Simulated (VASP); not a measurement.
Wanted: the native input for a VASP 6.6.1 run.

```yaml
Task: single point
Functional: PBE
Potentials_or_basis: VASP PAW PBE potentials, release 64 (C)
Cutoff: 520 eV
k_mesh: 20 × 20 × 20
Occupations: fermi-dirac, width 0.08 eV
Spin: no spin polarisation
Dipole_correction: no
Further_INCAR_settings: ALGO = Normal; EDIFF = 1e-07; NBANDS = 8
```

The structure of C lies in POSCAR:

```
C
1.0
    1.6209494202      0.0000000000      0.0000000000
    0.0000000000      1.6209494202      0.0000000000
    0.0000000000      0.0000000000      1.6209494202
C
1
Direct
    0.0000000000      0.0000000000      0.0000000000
```

This cell differs from its parent crystal: volume scaled by 0.76.

One way to write it, as run:

INCAR

```
PREC = Accurate
ENCUT = 520
EDIFF = 1E-7
ISMEAR = -1
SIGMA = 0.08
LREAL = F
LASPH = T
NELM = 100
ALGO = Normal
ISIF = 2
LWAVE = F
LCHARG = F
GGA = PE
NBANDS = 8
```

KPOINTS

```
Automatic mesh
0
Gamma
  20 20 20
```

Potentials or basis: VASP PAW PBE potentials, release 64 (C).

Command:

```sh
$ cat potpaw_PBE.64/C/POTCAR > POTCAR
$ mpirun -np 1 vasp_std > vasp.out
```

It gave:

* Pressure: 147.9 GPa
* Band gap on the k mesh: zero (band 2 reaches 27.27 eV, above the bottom of band 3 at 14.18 eV)

Run time: 4 s on 1 thread of Intel(R) Xeon(R) 6975P-C (Granite Rapids), with other jobs on the host, peak memory 0.1 GiB.
